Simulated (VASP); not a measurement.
# GaO (F-43m) in VASP: a series of runs, part 2 of 2

VASP 6.6.1. Earlier steps stand in the parts before.

## (3) Single point, PBE, collinear spin, ferromagnetic start

This run uses another cell than the first one, of 14.36 Å³/atom, 1.085 times its volume.

File INCAR:

```
  ALGO = Normal
  EDIFF = 1E-6
  ENCUT = 520
  GGA = PE
  ISIF = 2
  ISMEAR = 0
  ISPIN = 2
  LASPH = True
  LCHARG = True
  LELF = True
  LORBIT = 11
  LREAL = False
  LVHAR = True
  LWAVE = False
  MAGMOM = 0 1
  NBANDS = 20
  NELM = 150
  PREC = Accurate
  SIGMA = 0.1
```

File KPOINTS:

```
k-points
0
Gamma
  6 6 6
```

File POSCAR:

```
GaO
1.0
    0.0000000000      2.4307812744      2.4307812744
    2.4307812744      0.0000000000      2.4307812744
    2.4307812744      2.4307812744      0.0000000000
Ga O
1 1
Direct
    0.0000000000      0.0000000000      0.0000000000
    0.2500000000      0.2500000000      0.2500000000
```

Potentials or basis: VASP PAW PBE potentials, release 64 (Ga_d, O).

Started as:

```console
$ cat potpaw_PBE.64/Ga_d/POTCAR potpaw_PBE.64/O/POTCAR > POTCAR
$ mpirun -np 1 vasp_std > vasp.out
```

It took 19 s on 1 thread of Intel Xeon 6975P-C, shared host; peak memory 0.18 GiB.

The run converged. Its results:

- Free energy: -9.9019 eV
- Pressure: 0.5 GPa
- Net moment: 0.00 μB per cell
- Valence electrons inside the program's atomic spheres: Ga 11.45; O 4.94

Levels at points of the mesh, in eV from the Fermi level:
Spin up:
```csv
k point,band 8,band 9,band 10,band 11,band 12,band 13
"(0.00, 0.00, 0.00)",-4.61,-4.61,-4.61,6.50,6.50,6.50
"(0.50, 0.00, 0.00)",-5.09,-5.09,-0.90,2.82,6.53,6.53
"(0.50, 0.50, 0.00)",-5.99,-5.99,0.09,1.54,6.48,7.57
```
Spin down:
```tsv
k point	band 7	band 8	band 9	band 10	band 11	band 12	band 13	band 14
(0.00, 0.00, 0.00)	-4.90	-4.61	-4.61	-4.61	6.50	6.50	6.50	12.06
(0.50, 0.00, 0.00)	-8.91	-5.09	-5.09	-0.90	2.82	6.53	6.53	10.97
(0.50, 0.50, 0.00)	-8.47	-5.99	-5.99	0.09	1.54	6.48	7.57	7.57
```

Caveat: the k points lie up to 0.37 Å⁻¹ apart.

## (4) Single point, PBE

This run uses another cell than the first one, of 14.26 Å³/atom, 1.077 times its volume.

File INCAR:

```
  ALGO = Normal
  EDIFF = 1E-6
  ENCUT = 520
  GGA = PE
  ISIF = 2
  ISMEAR = 0
  LASPH = True
  LCHARG = True
  LELF = True
  LREAL = False
  LVHAR = True
  LWAVE = False
  NBANDS = 16
  NELM = 80
  PREC = Accurate
  SIGMA = 0.1
```

File KPOINTS:

```
k-points
0
Gamma
  20 20 20
```

File POSCAR:

```
GaO
1.0
    0.0000000000      2.4248914711      2.4248914711
    2.4248914711      0.0000000000      2.4248914711
    2.4248914711      2.4248914711      0.0000000000
Ga O
1 1
Direct
    0.0000000000      0.0000000000      0.0000000000
    0.2500000000      0.2500000000      0.2500000000
```

Started as:

```console
$ cat potpaw_PBE.64/Ga_d/POTCAR potpaw_PBE.64/O/POTCAR > POTCAR
$ mpirun -np 1 vasp_std > vasp.out
```

It took 85 s on 1 thread of Intel Xeon 6975P-C, shared host; peak memory 0.25 GiB.

The run converged. Its results:

```yaml
Free_energy: -9.9231 eV
Pressure: 0.4 GPa
```

Levels at points of the mesh, in eV from the Fermi level:
| k point | band 7 | band 8 | band 9 | band 10 | band 11 | band 12 | band 13 | band 14 |
| --- | --- | --- | --- | --- | --- | --- | --- | --- |
| (0.00, 0.00, 0.00) | -4.94 | -4.67 | -4.67 | -4.67 | 6.49 | 6.49 | 6.49 | 12.10 |
| (0.50, 0.00, 0.00) | -9.01 | -5.16 | -5.16 | -0.92 | 2.79 | 6.52 | 6.52 | 10.96 |
| (0.50, 0.50, 0.00) | -8.55 | -6.07 | -6.07 | 0.03 | 1.54 | 6.45 | 7.58 | 7.58 |

Caveat: an odd number of electrons without spin polarisation forces a metal; a magnetic or distorted state may lie lower.

## (5) Relaxation of cell and atoms, PBE

This run uses another cell than the first one, of 14.36 Å³/atom, 1.085 times its volume.

File INCAR:

```
ALGO = Normal ; EDIFF = 1E-6
EDIFFG = -0.01 ; ENCUT = 600
GGA = PE ; IBRION = 2
ISIF = 3 ; ISMEAR = 0
LASPH = T ; LCHARG = F
LREAL = F ; LWAVE = F
NELM = 80 ; NSW = 100
PREC = Accurate ; SIGMA = 0.1
```

KPOINTS is that of step 4.

File POSCAR:

```
GaO
1.0
    0.0000000000      2.4307812744      2.4307812744
    2.4307812744      0.0000000000      2.4307812744
    2.4307812744      2.4307812744      0.0000000000
Ga O
1 1
Direct
    0.0000000000      0.0000000000      0.0000000000
    0.2500000000      0.2500000000      0.2500000000
```

Potentials or basis: VASP PAW PBE potentials, release 64 (Ga_d, O).

Started as:

```console
$ cat potpaw_PBE.64/Ga_d/POTCAR potpaw_PBE.64/O/POTCAR > POTCAR
$ mpirun -np 1 vasp_std > vasp.out
```

OUTCAR:

```text
EDIFF = 1E-6
   EDIFFG = -0.01
   ENCUT = 600
   GGA = PE
   IBRION = 2
   ISIF = 3
   ISMEAR = 0
   LASPH = T
   LREAL = F
   NELM = 80
   NSW = 100
   PREC = Accurate

 ion  position               nearest neighbor table
   1  0.000  0.000  0.000-   2 2.11   2 2.11   2 2.11   2 2.11
   2  0.250  0.250  0.250-   1 2.11   1 2.11   1 2.11   1 2.11

  LATTYP: Found a face centered cubic cell.
 ALAT       =     4.8615625488

  Lattice vectors:

 A1 = (   0.0000000000,   2.4307812744,   2.4307812744)
 A2 = (   2.4307812744,   0.0000000000,   2.4307812744)
 A3 = (   2.4307812744,   2.4307812744,   0.0000000000)

Analysis of symmetry for initial positions (statically):
=====================================================================
 Subroutine PRICEL returns:
 Original cell was already a primitive cell.

 Routine SETGRP: Setting up the symmetry group for a
 face centered cubic supercell.

 Subroutine GETGRP returns: Found 24 space group operations
[... 257 lines left out ...]
      1     -15.2180      2.00000
      2     -10.4347      2.00000
      3     -10.4347      2.00000
      4     -10.4347      2.00000
      5     -10.2793      2.00000
      6     -10.2793      2.00000
      7       0.6391      2.00000
      8       0.9292      2.00000
      9       0.9292      2.00000
     10       0.9292      2.00000
     11      12.0592      0.00000
     12      12.0592      0.00000
     13      12.0592      0.00000
[... 354 lines left out ...]
  band No.  band energies     occupation
      1     -14.8304      2.00000
      2     -10.3914      2.00000
      3     -10.3912      2.00000
      4     -10.2675      2.00000
      5     -10.2616      2.00000
      6     -10.1321      2.00000
      7      -2.9287      2.00000
      8       0.3754      2.00000
      9       0.5384      2.00000
     10       4.4004      2.00000
     11       8.7032      0.00000
     12      11.9564      0.00000
     13      12.2291      0.00000

 [... further k-points ...]
[... 5 lines left out ...]
  --------------------------------------------------------------------------------------
  -------------------------------------------------------------------------------------
  Total       -0.0090743     -0.0090743     -0.0090743      0.0000000     -0.0000000      0.0000000
  in kB       -0.5079681     -0.5079681     -0.5079681      0.0000000     -0.0000000      0.0000000
  external PRESSURE =      -0.5079681 kB  Pullay stress =       0.0000000 kB
[... 17 lines left out ...]
  FREE ENERGIE OF THE ION-ELECTRON SYSTEM (eV)
  ---------------------------------------------------
  free  energy   TOTEN  =        -9.9255616769 eV

  energy  without entropy=       -9.9219538863  energy(sigma->0) =       -9.92375778

 reached required accuracy - stopping structural energy minimisation
```

CONTCAR:

```text
GaO
   1.00000000000000
    -0.0000000000000000    2.4278313121264175    2.4278313121264175
     2.4278313121264175    0.0000000000000000    2.4278313121264175
     2.4278313121264175    2.4278313121264175    0.0000000000000000
  Ga              O
     1     1
Direct
     0.0000000000000000    0.0000000000000000    0.0000000000000000
     0.2500000000000000    0.2500000000000000    0.2500000000000000

  0.00000000E+00  0.00000000E+00  0.00000000E+00
  0.00000000E+00  0.00000000E+00  0.00000000E+00
```

Run time: 2.2 min. Hardware: 1 thread of Intel Xeon 6975P-C, shared host; peak memory 0.27 GiB.

What came out:

* Free energy: -9.9256 eV
* Relaxed volume: 14.31 Å³/atom
* Relaxed cell: a = 3.433 Å, b = 3.433 Å, c = 3.433 Å, α = 60.00°, β = 60.00°, γ = 60.00°
* Space group after relaxing (to 0.05 Å): F-43m (No. 216)
* Energy gained by relaxing: 0.1 meV/atom
* Ionic steps: 3
* Pressure after relaxing: -0.1 GPa

Step by step:
```csv
step,energy change (eV),largest force (eV/Å),pressure (GPa),volume (Å³)
1,0.0000,0.0000,-0.38,28.73
2,-0.0001,0.0000,0.15,28.58
3,-0.0001,0.0000,-0.05,28.62
```

Final structure:
```
Ga O
1.0
     0.00000    2.42783    2.42783
     2.42783    0.00000    2.42783
     2.42783    2.42783    0.00000
Ga O
1 1
Direct
  0.00000 0.00000 0.00000
  0.25000 0.25000 0.25000
```

Levels at points of the mesh, in eV from the Fermi level:
```
           k point  band 7  band 8  band 9  band 10  band 11  band 12  band 13
(0.00, 0.00, 0.00)   -4.94   -4.65   -4.65    -4.65     6.48     6.48     6.48
(0.50, 0.00, 0.00)   -8.98   -5.14   -5.14    -0.92     2.79     6.51     6.51
(0.50, 0.50, 0.00)   -8.53   -6.04   -6.04     0.04     1.52     6.45     7.56
```

Caveat: an odd number of electrons without spin polarisation forces a metal; a magnetic or distorted state may lie lower.

## (6) Overview

| task | spin | cell | k mesh | cutoff (eV) | gap on the mesh (eV) | pressure (GPa) | moment (μB) |
| --- | --- | --- | --- | --- | --- | --- | --- |
| single point | collinear, ferromagnetic start | a = 3.346 Å, angles 60.0°, 2 atoms | 6 × 6 × 6 | 520 | none | 9.0 | 0.00 |
| single point | collinear, ferromagnetic start | a = 3.438 Å, angles 60.0°, 2 atoms | 6 × 6 × 6 | 520 | none | 0.5 | 0.00 |
| single point | off | a = 3.429 Å, angles 60.0°, 2 atoms | 20 × 20 × 20 | 520 | none | 0.4 | - |
| relaxation of cell and atoms | off | relaxed from a = 3.438 Å, angles 60.0°, 2 atoms | 20 × 20 × 20 | 600 | none | -0.1 | - |

Alike in all rows: level PBE; potentials or basis VASP PAW PBE potentials, release 64 (Ga_d, O); smearing gaussian 0.1 eV.

Caveats: some runs use coarse meshes; an odd number of electrons without spin polarisation forces a metal (some runs); a magnetic or distorted state may lie lower (some runs).

Absolute energies hang on the potentials; compare differences alone.
